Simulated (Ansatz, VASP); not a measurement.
**VN in VASP and in Ansatz**

```xyz
2
Lattice="0.0000 2.0583 2.0583 2.0583 0.0000 2.0583 2.0583 2.0583 0.0000" Properties=species:S:1:pos:R:3 pbc="T T T"
V     0.0000    0.0000    0.0000
N     2.0583    2.0583    2.0583
```

Alike in both runs: functional PBE; k mesh 18 × 18 × 18; occupations gaussian, width 0.1 eV; no spin polarisation.

Ansatz relaxed the structure, and its values are those at the end. VASP's run is a single point on that final structure, the one shown.

|  | VASP | Ansatz |
| --- | --- | --- |
| version | VASP 6.6.1 | Ansatz 0.2.0 |
| potentials or method | VASP PAW PBE potentials, release 64 (V_sv, N), cutoff 600 eV | scalar-relativistic, plane waves, PAW |
| valence electrons in the cell | 18 | 18 |

|  | VASP | Ansatz | Ansatz less VASP |
| --- | --- | --- | --- |
| gap on the k mesh at the Fermi level (eV) | none | none | - |
| pressure (GPa) | 0.5 | 0.0 | -0.52 |

A gap of «none» marks a metal or a gap that the smearing closes. With one functional, cell and mesh, what is left measures potentials, basis and numerics.
